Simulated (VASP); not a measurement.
Set up this calculation in VASP 6.6.1, as the native input.

* Task: single point
* Functional: PBEsol
* Potentials or basis: VASP PAW PBE potentials, release 64 (Ti_sv)
* Cutoff: 520 eV
* k mesh: 20 × 20 × 20
* Occupations: gaussian, width 0.15 eV
* Spin: no spin polarisation
* Dipole correction: no
* Further INCAR settings: ALGO = Normal; EDIFF = 1e-06; NBANDS = 12

The structure of Ti lies in POSCAR:

```
Ti
1.0
    0.0000000000      1.9995500000      1.9995500000
    1.9995500000      0.0000000000      1.9995500000
    1.9995500000      1.9995500000      0.0000000000
Ti
1
Direct
    0.0000000000      0.0000000000      0.0000000000
```

This cell differs from its parent crystal: strain -0.015 along x and y, -0.015 along z.

One way to write it, as run:

INCAR

```
SYSTEM = Ti
ALGO = Normal
EDIFF = 1E-6
ENCUT = 520
GGA = PS
ISIF = 2
ISMEAR = 0
LASPH = .True.
LCHARG = .False.
LREAL = .False.
LWAVE = .False.
NBANDS = 12
NELM = 100
PREC = Accurate
SIGMA = 0.15
```

KPOINTS

```
k-points
0
Gamma
  20 20 20
  0 0 0
```

Potentials or basis: VASP PAW PBE potentials, release 64 (Ti_sv).

Launch:

```bash
$ cat potpaw_PBE.64/Ti_sv/POTCAR > POTCAR
$ mpirun -np 1 vasp_std > vasp.out
```

It gave:

- Pressure: 4.9 GPa
- Band gap on the k mesh: zero (band 6 reaches 9.92 eV, above the bottom of band 7 at 8.59 eV)

Caveat: the cell differs from its parent crystal (strain -0.015 along x and y, -0.015 along z); the PAW data sets were made with another functional, which shifts forces and pressure a little.

Run time: 14 s on 1 thread of Intel(R) Xeon(R) 6975P-C (Granite Rapids), with other jobs on the host, peak memory 0.17 GiB.
